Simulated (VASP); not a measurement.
Input of a VASP 6.6.1 run:

The input INCAR:

```
  ALGO = Normal
  EDIFF = 1E-6
  ENCUT = 520
  ISIF = 2
  ISMEAR = 0
  ISPIN = 2
  LASPH = T
  LCHARG = F
  LMAXMIX = 4
  LORBIT = 11
  LREAL = F
  LWAVE = F
  MAGMOM = 0 0 0.05
  NBANDS = 20
  NELM = 150
  PREC = Accurate
  SIGMA = 0.05
```

The input KPOINTS:

```
k-points
0
Gamma
  8 8 8
```

The input POSCAR:

```
Si2Ni
1.0
    0.0000000000      2.6975011173      2.6975011173
    2.6975011173      0.0000000000      2.6975011173
    2.6975011173      2.6975011173      0.0000000000
Si Ni
2 1
Direct
    0.2500000000      0.2500000000      0.2500000000
    0.7500000000      0.7500000000      0.7500000000
    0.0000000000      0.0000000000      0.0000000000
```

Potentials or basis: VASP PAW LDA potentials, release 64 (Si, Ni).

Command:

```console
$ cat potpaw_LDA.64/Si/POTCAR potpaw_LDA.64/Ni/POTCAR > POTCAR
$ mpirun -np 1 vasp_std > vasp.out
```

Q: Estimate the pressure.

A: -4.1 GPa.

Q: Estimate the band gap on the k mesh.

A: Zero (filled and empty bands overlap).

Q: Estimate the net moment.

A: 0.00 μB per cell.

Caveat: the cell stands under tension.
